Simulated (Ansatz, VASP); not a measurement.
# One calculation of P, two programs

```
CELL_PARAMETERS angstrom
1.57674 0.91033 2.91891
-1.57674 0.91033 2.91891
0.00000 -1.82067 2.91891
ATOMIC_POSITIONS crystal
P 0.23367 0.23367 0.23367
P 0.76633 0.76633 0.76633
```

Change from the starting cell: strain -0.080 along x and y, +0.000 along z, atoms carried along.

Alike in both runs: task single point; functional PBE; dispersion D3(BJ); k mesh 24 × 24 × 24; occupations gaussian, width 0.15 eV; no spin polarisation.

|  | VASP | Ansatz |
| --- | --- | --- |
| version | VASP 6.6.1 | Ansatz 0.2.0 |
| potentials or method | VASP PAW PBE potentials, release 64 (P), cutoff 520 eV | scalar-relativistic, plane waves, PAW |
| valence electrons in the cell | 10 | 10 |

|  | VASP | Ansatz | Ansatz less VASP |
| --- | --- | --- | --- |
| gap on the k mesh at the Fermi level (eV) | none | none | - |
| pressure (GPa) | 26.3 | 26.9 | +0.54 |
| traceless stress, the component that is largest in VASP (GPa) | -10.95 | -11.01 | -0.059 |
| rms of the force components (eV/Å) | 0.591 | 0.632 | +0.0414 |

Atom by atom the forces differ by 0.041 eV/Å (rms over components). A gap of «none» marks a metal or a gap that the smearing closes.
